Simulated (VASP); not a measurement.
# SnO (P4/nmm) in VASP: a series of runs

Runs on SnO. Level: PBE+D3(BJ). Tasks: single point, relaxation of cell and atoms.

All numbers are computed with VASP 6.6.1; they aren't measurements. Logs are shortened: lines on timing, memory, paths and dates and some standing lists are left out, and cuts for length are marked.

**1. The cell of the first run**

The structure is tetragonal, space group P4/nmm (No. 129). The conventional cell has a = 3.837 Å, b = 3.837 Å, c = 4.760 Å, α = 90.00°, β = 90.00°, γ = 90.00°. Sn (site symmetry 4mm) has 4 O at 2.24 Å within 3.0 Å. Within 3.0 Å of O (site symmetry -4m2) lie 4 Sn at 2.24 Å and 4 O at 2.71 Å.

**2. Single point, PBE+D3(BJ)**

INCAR reads:

```
  PREC = Accurate
  ENCUT = 520
  EDIFF = 1E-6
  ISMEAR = 0
  SIGMA = 0.05
  LREAL = False
  LASPH = True
  NELM = 80
  ALGO = Normal
  ISIF = 2
  LWAVE = False
  LCHARG = False
  GGA = PE
  IVDW = 12
  NBANDS = 28
```

KPOINTS reads:

```
regular mesh
0
Gamma
  10 10 8
```

POSCAR reads:

```
SnO
1.0
    3.8366801346      0.0000000000      0.0000000000
    0.0000000000      3.8366801346      0.0000000000
    0.0000000000      0.0000000000      4.7603642290
Sn O
2 2
Direct
    0.5000000000      0.0000000000      0.2434009502
    0.0000000000      0.5000000000      0.7565990498
    0.0000000000      0.0000000000      0.0000000000
    0.5000000000      0.5000000000      0.0000000000
```

Potentials or basis: VASP PAW PBE potentials, release 64 (Sn_d, O).

Started as:

```console
> cat potpaw_PBE.64/Sn_d/POTCAR potpaw_PBE.64/O/POTCAR > POTCAR
> mpirun -np 1 vasp_std > vasp.out
```

OUTCAR:

```text
PREC = Accurate
   ENCUT = 520
   EDIFF = 1E-6
   ISMEAR = 0
   LREAL = False
   LASPH = True
   NELM = 80
   ISIF = 2
   GGA = PE
   IVDW = 12
 IVDW          = 12

 ion  position               nearest neighbor table
   1  0.500  0.000  0.243-   3 2.24   4 2.24   4 2.24   3 2.24   2 3.57   2 3.57   2 3.57   2 3.57
                             2 3.65   2 3.65   2 3.65   2 3.65
   2  0.000  0.500  0.757-   3 2.24   4 2.24   3 2.24   4 2.24   1 3.57   1 3.57   1 3.57   1 3.57
                             1 3.65   1 3.65   1 3.65   1 3.65
   3  0.000  0.000  0.000-   1 2.24   2 2.24   2 2.24   1 2.24
   4  0.500  0.500  0.000-   1 2.24   2 2.24   1 2.24   2 2.24

  LATTYP: Found a simple tetragonal cell.
 ALAT       =     3.8366801346
 C/A-ratio  =     1.2407508737

  Lattice vectors:

 A1 = (   3.8366801346,   0.0000000000,   0.0000000000)
 A2 = (   0.0000000000,   3.8366801346,   0.0000000000)
 A3 = (   0.0000000000,   0.0000000000,   4.7603642290)

Analysis of symmetry for initial positions (statically):
=====================================================================
 Subroutine PRICEL returns:
 Original cell was already a primitive cell.

 Routine SETGRP: Setting up the symmetry group for a
 simple tetragonal supercell.

 Subroutine GETGRP returns: Found 16 space group operations
 (whereof  8 operations were pure point group operations)
 out of a pool of 16 trial point group operations.

The static configuration has the point symmetry D_2d.
 The point group associated with its full space group is D_4h.

Analysis of symmetry for dynamics (positions and initial velocities):
=====================================================================
 Subroutine PRICEL returns:
 Original cell was already a primitive cell.

 Routine SETGRP: Setting up the symmetry group for a
 simple tetragonal supercell.

 Subroutine GETGRP returns: Found 16 space group operations
 (whereof  8 operations were pure point group operations)
 out of a pool of 16 trial point group operations.

The dynamic configuration has the point symmetry D_2d.
 The point group associated with its full space group is D_4h.

 Subroutine INISYM returns: Found 16 space group operations
 (whereof  8 operations are pure point group operations),
 and found     1 'primitive' translations

----------------------------------------------------------------------------------------

                                     Primitive cell

  volume of cell :      70.0731

  direct lattice vectors                    reciprocal lattice vectors
     3.836680135  0.000000000  0.000000000     0.260642004  0.000000000  0.000000000
     0.000000000  3.836680135  0.000000000     0.000000000  0.260642004  0.000000000
     0.000000000  0.000000000  4.760364229     0.000000000  0.000000000  0.210067959

  length of vectors
     3.836680135  3.836680135  4.760364229     0.260642004  0.260642004  0.210067959

  position of ions in fractional coordinates (direct lattice)
     0.500000000  0.000000000  0.243400950
     0.000000000  0.500000000  0.756599050
     0.000000000  0.000000000  0.000000000
     0.500000000  0.500000000  0.000000000

  ion indices of the primitive-cell ions
   primitive index   ion index
                 1           1
                 2           2
                 3           3
                 4           4

----------------------------------------------------------------------------------------

 KPOINTS: regular mesh

Automatic generation of k-mesh.
 Grid dimensions read from file:
 generate k-points for:   10   10    8

 Generating k-lattice:

  Cartesian coordinates                     Fractional coordinates (reciprocal lattice)
     0.026064200  0.000000000  0.000000000     0.100000000  0.000000000  0.000000000
     0.000000000  0.026064200  0.000000000     0.000000000  0.100000000  0.000000000
     0.000000000  0.000000000  0.026258495     0.000000000  0.000000000  0.125000000

  Length of vectors
     0.026064200  0.026064200  0.026258495

  Shift w.r.t. Gamma in fractional coordinates (k-lattice)
     0.000000000  0.000000000  0.000000000

 Subroutine IBZKPT returns following result:
 ===========================================

 Found    105 irreducible k-points:

 Following reciprocal coordinates:
            Coordinates               Weight
  0.000000  0.000000  0.000000      1.000000
  0.100000  0.000000  0.000000      4.000000
  0.200000  0.000000  0.000000      4.000000
  0.300000  0.000000  0.000000      4.000000
  0.400000  0.000000  0.000000      4.000000
  0.500000  0.000000  0.000000      2.000000
[... 16 lines left out ...]
  0.100000  0.000000  0.125000      8.000000
  0.200000  0.000000  0.125000      8.000000
 [... further k-points ...]
   k-points           NKPTS =    105   k-points in BZ     NKDIM =    105   number of bands    NBANDS=     28
   number of dos      NEDOS =    301   number of ions     NIONS =      4
   total plane-waves  NPLWV =  32400
   dimension x,y,z NGX =    30 NGY =   30 NGZ =   36
   dimension x,y,z NGXF=    60 NGYF=   60 NGZF=   72
   ions per type =               2   2
   NGX,Y,Z   is equivalent  to a cutoff of  13.00, 13.00, 12.57 a.u.
   NGXF,Y,Z  is equivalent  to a cutoff of  26.00, 26.00, 25.14 a.u.
 SYSTEM =  unknown system
   PREC   = accura    normal or accurate (medium, high low for compatibility)
   ISTART =      0    job   : 0-new  1-cont  2-samecut
   ICHARG =      2    charge: 1-file 2-atom 10-const
   ISPIN  =      1    spin polarized calculation?
   LNONCOLLINEAR =      F non collinear calculations
   LSORBIT =      F    spin-orbit coupling
   LASPH  =      T    aspherical Exc in radial PAW
   ENCUT  =  520.0 eV  38.22 Ry    6.18 a.u.   7.13  7.13  8.85*2*pi/ulx,y,z
   NELM   =     80;   NELMIN=  2; NELMDL= -5     # of ELM steps
   EDIFF  = 0.1E-05   stopping-criterion for ELM
   LREAL  =      F    real-space projection
   EDIFFG = 0.1E-04   stopping-criterion for IOM
   NSW    =      0    number of steps for IOM
   IBRION =     -1    ionic relax: 0-MD 1-quasi-New 2-CG
   NFREE  =      0    steps in history (QN), initial steepest desc. (CG)
   ISIF   =      2    stress and relaxation
   ISYM   =      2    0-nonsym 1-usesym 2-fastsym
   POTIM  = 0.5000    time-step for ionic-motion
   TEBEG  =    0.0;   TEEND  =   0.0 temperature during run
   PSTRESS=    0.0 pullay stress
   NELECT =      40.0000    total number of electrons
   NUPDOWN=      -1.0000    fix difference up-down
   EMIN   =  10.00;   EMAX   =-10.00  energy-range for DOS
   EFERMI =   0.00;   METHOD = LEGACY
   ISMEAR =     0;   SIGMA  =   0.05  broadening in eV -4-tet -1-fermi 0-gaus
   EFERMI_NEDOS =   21; number of points for ismear=-14 and -15
   IALGO  =     38    algorithm
   IMIX   =      4    mixing-type and parameters
     AMIX     =   0.40;   BMIX     =  1.00
     AMIX_MAG =   1.60;   BMIX_MAG =  1.00
  volume/ion in A,a.u.               =      17.52       118.22
  Fermi-wavevector in a.u.,A,eV,Ry     =   1.358035  2.566314 25.092677  1.844260
  Thomas-Fermi vector in A             =   2.484903
   LORBIT       =      0    0 simple, 1 ext, 2 COOP (PROOUT), +10 PAW based schemes
   GGA     = PE    functional components
   LHFCALC =     F    Hartree Fock is set to
   AEXX    =    0.0000 exact exchange contribution
   IVDW    =    12    specifies the selected vdW correction
   LEPSILON=     F    determine dielectric tensor
   LRPA    =     F    only Hartree local field effects (RPA)
 non-spin polarized calculation
 Gauss-broadening in eV      SIGMA  =   0.05
  energy-cutoff  :      520.00
  volume of cell :       70.07
 maximum number of plane-waves:      1912
 NGX is ok and might be reduce to    30
   NGX = 15   NGY = 15   NGZ = 17

 number of electron      40.0000014 magnetization

 Free energy of the ion-electron system (eV)
  ---------------------------------------------------
  ext. energy  EPLUGINS =         0.00000000
  ---------------------------------------------------
  free energy    TOTEN  =       -22.68933880 eV

  energy without entropy =      -22.68908496  energy(sigma->0) =      -22.68921188

 E-fermi :   7.1210     XC(G=0): -10.2767

 val. band max:        7.0954710914   @ k =   0.5000   0.5000   0.0000
 cond. band min:       7.3450179161   @ k =   0.5000   0.5000   0.1250
 fundamental gap:      0.2495468247
 Fermi energy:         7.1209863904

 k-point     1 :       0.0000    0.0000    0.0000
  band No.  band energies     occupation
      1     -14.8334      2.00000
      2     -14.4410      2.00000
      3     -14.4410      2.00000
      4     -14.4317      2.00000
      5     -14.4016      2.00000
      6     -14.3931      2.00000
[... 20 lines left out ...]
     27      13.7701      0.00000
     28      14.1791      0.00000

 k-point     2 :       0.1000    0.0000    0.0000
  band No.  band energies     occupation
      1     -14.8277      2.00000
      2     -14.4392      2.00000
      3     -14.4383      2.00000
      4     -14.4304      2.00000
      5     -14.4019      2.00000
      6     -14.3896      2.00000
[... 20 lines left out ...]
     27      13.9119      0.00000
     28      14.9529      0.00000

 k-point     3 :       0.2000    0.0000    0.0000
  band No.  band energies     occupation
      1     -14.8114      2.00000
      2     -14.4632      2.00000
      3     -14.4337      2.00000
      4     -14.4307      2.00000
      5     -14.4027      2.00000
      6     -14.4025      2.00000
[... 20 lines left out ...]
     27      14.0884      0.00000
     28      16.5113      0.00000

 k-point     4 :       0.3000    0.0000    0.0000
  band No.  band energies     occupation
      1     -14.7857      2.00000
      2     -14.5497      2.00000
      3     -14.4246      2.00000
      4     -14.4197      2.00000
      5     -14.4031      2.00000
      6     -14.3993      2.00000
[... 20 lines left out ...]
     27      14.3652      0.00000
     28      17.5617      0.00000

 k-point     5 :       0.4000    0.0000    0.0000
  band No.  band energies     occupation
      1     -14.7496      2.00000
      2     -14.6327      2.00000
      3     -14.4137      2.00000
      4     -14.4088      2.00000
      5     -14.4027      2.00000
      6     -14.3983      2.00000
[... 20 lines left out ...]
     27      14.7698      0.00000
     28      16.3850      0.00000

 k-point     6 :       0.5000    0.0000    0.0000
  band No.  band energies     occupation
      1     -14.6997      2.00000
      2     -14.6997      2.00000
      3     -14.4039      2.00000
      4     -14.4039      2.00000
      5     -14.4031      2.00000
      6     -14.4031      2.00000
[... 463 lines left out ...]
      5     -14.3767      2.00000
      6     -14.3767      2.00000
[... 20 lines left out ...]
     27      15.3483      0.00000
     28      15.3483      0.00000

 k-point    22 :       0.0000    0.0000    0.1250
  band No.  band energies     occupation
      1     -14.8305      2.00000
      2     -14.4372      2.00000
      3     -14.4372      2.00000
      4     -14.4346      2.00000
      5     -14.3995      2.00000
      6     -14.3909      2.00000
[... 20 lines left out ...]
     27      13.7707      0.00000
     28      14.3054      0.00000

 k-point    23 :       0.1000    0.0000    0.1250
  band No.  band energies     occupation
      1     -14.8251      2.00000
      2     -14.4391      2.00000
      3     -14.4358      2.00000
      4     -14.4304      2.00000
      5     -14.3991      2.00000
      6     -14.3879      2.00000
[... 20 lines left out ...]
     27      13.9732      0.00000
     28      15.0282      0.00000

 k-point    24 :       0.2000    0.0000    0.1250
  band No.  band energies     occupation
      1     -14.8096      2.00000
      2     -14.4716      2.00000
      3     -14.4319      2.00000
      4     -14.4264      2.00000
      5     -14.4042      2.00000
      6     -14.3979      2.00000
[... 20 lines left out ...]
     27      14.2600      0.00000
     28      16.5021      0.00000

 [... further k-points ...]

------------------------ aborting loop because EDIFF is reached ----------------------------------------

 Edisp (eV)   -0.93929

 E8    (eV) :    -0.4076

  FORCE on cell =-STRESS in cart. coord.  units (eV):
  Direction    XX          YY          ZZ          XY          YZ          ZX
  --------------------------------------------------------------------------------------
  -------------------------------------------------------------------------------------
  Total       0.09221     0.09221     0.09360     0.00000     0.00000     0.00000
  in kB       2.10837     2.10837     2.14016     0.00000     0.00000     0.00000
  external pressure =        2.12 kB  Pullay stress =        0.00 kB

 VOLUME and BASIS-vectors are now :
 -----------------------------------------------------------------------------
  energy-cutoff  :      520.00
  volume of cell :       70.07
      direct lattice vectors                 reciprocal lattice vectors
     3.836680135  0.000000000  0.000000000     0.260642004  0.000000000  0.000000000
     0.000000000  3.836680135  0.000000000     0.000000000  0.260642004  0.000000000
     0.000000000  0.000000000  4.760364229     0.000000000  0.000000000  0.210067959

 POSITION                                       TOTAL-FORCE (eV/Angst)
 -----------------------------------------------------------------------------------
      1.91834      0.00000      1.15868         0.000000      0.000000      0.079197
      0.00000      1.91834      3.60169         0.000000     -0.000000     -0.079197
      0.00000      0.00000      0.00000         0.000000      0.000000      0.000000
      1.91834      1.91834      0.00000         0.000000      0.000000      0.000000
 -----------------------------------------------------------------------------------
    total drift:                                0.000000      0.000000     -0.000000

  FREE ENERGIE OF THE ION-ELECTRON SYSTEM (eV)
  ---------------------------------------------------
  free  energy   TOTEN  =       -23.6286316957 eV

  energy  without entropy=      -23.6283778567  energy(sigma->0) =      -23.62850478
```

Wall time 4.5 min (1 thread of Intel Xeon 8259CL, shared host); peak memory 0.3 GiB.

What came out:

```yaml
Free_energy: -23.6286 eV
Pressure: 0.2 GPa
Largest_force: 0.079 eV/Å
Dispersion_energy_per_atom: -0.235 eV
```

Forces on the atoms (eV/Å):
```
Sn   0.000  0.000  0.079
Sn   0.000  0.000 -0.079
O    0.000  0.000  0.000
O    0.000  0.000  0.000
```

Caveat: spin-orbit coupling is left out, which moves the levels of the heavy elements.

**3. Relaxation of cell and atoms, PBE+D3(BJ)**

This run uses another cell than the first one, of 17.46 Å³/atom.

INCAR reads:

```
SYSTEM = SnO
PREC = Accurate
ENCUT = 600
EDIFF = 1E-7
ISMEAR = 0
SIGMA = 0.05
LREAL = .False.
LASPH = .True.
NELM = 60
ALGO = Normal
ISIF = 3
LWAVE = .False.
LCHARG = .False.
GGA = PE
IVDW = 12
IBRION = 2
NSW = 80
EDIFFG = -0.01
```

KPOINTS reads:

```
regular mesh
0
Gamma
  10 10 8
  0 0 0
```

POSCAR reads:

```
SnO
1.0
    3.7986000000      0.0000000000      0.0000000000
    0.0000000000      3.7986000000      0.0000000000
    0.0000000000      0.0000000000      4.8408000000
Sn O
2 2
Direct
    0.5000000000      0.0000000000      0.2369000000
    0.0000000000      0.5000000000      0.7631000000
    0.0000000000      0.0000000000      0.0000000000
    0.5000000000      0.5000000000      0.0000000000
```

Potentials or basis: VASP PAW PBE potentials, release 64 (Sn_d, O).

Started as:

```console
> cat potpaw_PBE.64/Sn_d/POTCAR potpaw_PBE.64/O/POTCAR > POTCAR
> mpirun -np 1 vasp_std > vasp.out
```

Wall time 37 min (1 thread of Intel Xeon 8259CL, shared host); peak memory 0.34 GiB.

The run converged. Its results:

```yaml
Free_energy: -23.6334 eV
Relaxed_volume: 17.43 Å³/atom
Relaxed_cell: a = 3.837 Å, b = 3.837 Å, c = 4.735 Å, α = 90.00°, β = 90.00°, γ = 90.00°
Space_group_after_relaxing_to_0.1_Å: P4/nmm (No. 129)
Energy_gained_by_relaxing: 7.0 meV/atom
Ionic_steps: 12
Pressure_after_relaxing: 0.0 GPa
Band_gap_on_the_k_mesh: zero (bands 20 and 21 overlap by 0.05 eV)
Dispersion_energy_per_atom: -0.236 eV
```

The path:
```tsv
step	energy change (eV)	largest force (eV/Å)	pressure (GPa)	volume (Å³)
1	0.0000	0.6012	2.84	69.85
2	0.0006	0.5033	-2.96	73.02
3	-0.0222	0.0334	-0.19	71.39
4	-0.0222	0.0444	-0.14	71.36
5	-0.0234	0.0531	-0.13	71.22
6	-0.0258	0.0791	-0.13	70.80
7	-0.0247	0.1266	-0.04	69.94
8	-0.0264	0.0999	-0.09	70.48
9	-0.0274	0.0206	-0.23	70.21
10	-0.0275	0.0278	-0.32	70.05
11	-0.0276	0.0244	0.30	69.41
12	-0.0278	0.0001	0.01	69.72
```

Final structure:
```cif
data_structure
_symmetry_space_group_name_H-M 'P 1'
_symmetry_Int_Tables_number 1
_cell_length_a 3.8369
_cell_length_b 3.8369
_cell_length_c 4.7355
_cell_angle_alpha 90.000
_cell_angle_beta 90.000
_cell_angle_gamma 90.000
_cell_volume 69.72
loop_
_atom_site_label
_atom_site_type_symbol
_atom_site_fract_x
_atom_site_fract_y
_atom_site_fract_z
_atom_site_occupancy
Sn1 Sn 0.50000 0.00000 0.24532 1
Sn2 Sn 0.00000 0.50000 0.75468 1
O1 O 0.00000 0.00000 0.00000 1
O2 O 0.50000 0.50000 0.00000 1
```

Levels at points of the mesh, in eV from the Fermi level:
```
           k point  band 17  band 18  band 19  band 20  band 21  band 22  band 23  band 24
(0.00, 0.00, 0.00)    -3.35    -3.05    -3.05    -0.02     2.17     4.46     4.46     4.75
(0.50, 0.00, 0.00)    -4.70    -4.70    -2.71    -2.71     3.29     3.29     5.76     5.76
(0.50, 0.50, 0.00)    -2.41    -2.41    -1.88    -1.88    -0.07    -0.07     4.53     4.53
(0.00, 0.00, 0.50)    -3.07    -3.07    -2.99    -2.10     1.72     2.75     2.75     3.52
(0.50, 0.00, 0.50)    -4.65    -4.65    -1.69    -1.69     2.70     2.70     5.22     5.22
(0.50, 0.50, 0.50)    -2.79    -2.79    -2.41    -2.41     2.30     2.30     4.26     4.26
```

Caveat: semilocal functionals underestimate gaps, so a narrow gap can read as zero; spin-orbit coupling is left out, which moves the levels of the heavy elements.
